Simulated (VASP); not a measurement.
Here is a VASP 6.6.1 calculation.

The input POSCAR:

```
KCl
1.0
    0.0000000000      3.1448471156      3.1448471156
    3.1448471156      0.0000000000      3.1448471156
    3.1448471156      3.1448471156      0.0000000000
K Cl
1 1
Direct
    0.0000000000      0.0000000000      0.0000000000
    0.5000000000      0.5000000000      0.5000000000
```

The input INCAR.step1:

```
SYSTEM = KCl
PREC     = Accurate       ! precision mode
ENCUT    = 520            ! plane-wave cutoff, eV
EDIFF    = 1E-5           ! SCF threshold, eV
ISMEAR   = 0              ! smearing method
SIGMA    = 0.01           ! smearing width, eV
LREAL    = .FALSE.        ! projectors in reciprocal space
LASPH    = .TRUE.         ! aspherical terms in the spheres
NELM     = 80             ! most SCF steps
ALGO     = Normal         ! electronic algorithm
ISIF     = 2              ! what is computed and relaxed
LWAVE    = .TRUE.         ! write WAVECAR
LCHARG   = .FALSE.        ! write CHGCAR
GGA      = PE             ! functional
NBANDS   = 15             ! bands
```

File INCAR.step2:

```
SYSTEM = KCl
PREC     = Accurate       ! precision mode
ENCUT    = 520            ! plane-wave cutoff, eV
EDIFF    = 1E-6           ! SCF threshold, eV
ISMEAR   = 0              ! smearing method
SIGMA    = 0.01           ! smearing width, eV
LREAL    = .FALSE.        ! projectors in reciprocal space
LASPH    = .TRUE.         ! aspherical terms in the spheres
NELM     = 80             ! most SCF steps
ALGO     = Normal         ! electronic algorithm
ISIF     = 2              ! what is computed and relaxed
LWAVE    = .FALSE.        ! write WAVECAR
LCHARG   = .FALSE.        ! write CHGCAR
GGA      = PE             ! functional
LHFCALC  = .TRUE.         ! exact exchange
HFSCREEN = 0.2079         ! screening, 1/A
PRECFOCK = Normal       
ISTART   = 1            
NBANDS   = 15             ! bands
```

File KPOINTS:

```
Automatic mesh
0
G
  4 4 4
  0 0 0
```

Potentials or basis: VASP PAW PBE potentials, release 64 (K_sv, Cl).

Launch:

```bash
$ cat potpaw_PBE.64/K_sv/POTCAR potpaw_PBE.64/Cl/POTCAR > POTCAR
$ cp INCAR.step1 INCAR
$ mpirun -np 1 vasp_std > vasp.out
$ cp INCAR.step2 INCAR
$ mpirun -np 1 vasp_std > vasp.out
```

Task: Estimate the band gap on the k mesh.

Result: 6.50 eV.

Task: Predict the pressure.

Result: 0.5 GPa.

Caveat: the k points lie up to 0.43 Å⁻¹ apart; the PAW data sets were made with another functional, which shifts forces and pressure a little.
